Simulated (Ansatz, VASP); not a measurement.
# TlRe3 in VASP and in Ansatz

```
CELL_PARAMETERS angstrom
-1.97506 1.97506 4.20201
1.97506 -1.97506 4.20201
1.97506 1.97506 -4.20201
ATOMIC_POSITIONS crystal
Tl 0.00000 0.00000 0.00000
Re 0.50000 0.50000 0.00000
Re 0.25000 0.75000 0.50000
Re 0.75000 0.25000 0.50000
```

Alike in both runs: functional PBE; k mesh 16 × 16 × 16; occupations gaussian, width 0.1 eV; no spin polarisation.

Ansatz relaxed the structure, and its values are those at the end. VASP's run is a single point on that final structure, the one shown.

|  | VASP | Ansatz |
| --- | --- | --- |
| version | VASP 6.6.1 | Ansatz 0.2.0 |
| potentials or method | VASP PAW PBE potentials, release 64 (Tl_d, Re), cutoff 520 eV | scalar-relativistic, plane waves, PAW |
| valence electrons in the cell | 34 | 58 |

VASP gave:

- gap on the k mesh at the Fermi level (eV): none
- pressure (GPa): -0.2

**Question.** What did Ansatz give for the same quantities?

**Answer.** gap on the k mesh at the Fermi level (eV): none; pressure (GPa): 0.0.

A gap of «none» marks a metal or a gap that the smearing closes. VASP's potentials hold 34 valence electrons a cell and Ansatz's 58, so a difference there can come from the potentials and not from the codes.

Spin-orbit coupling is off throughout.
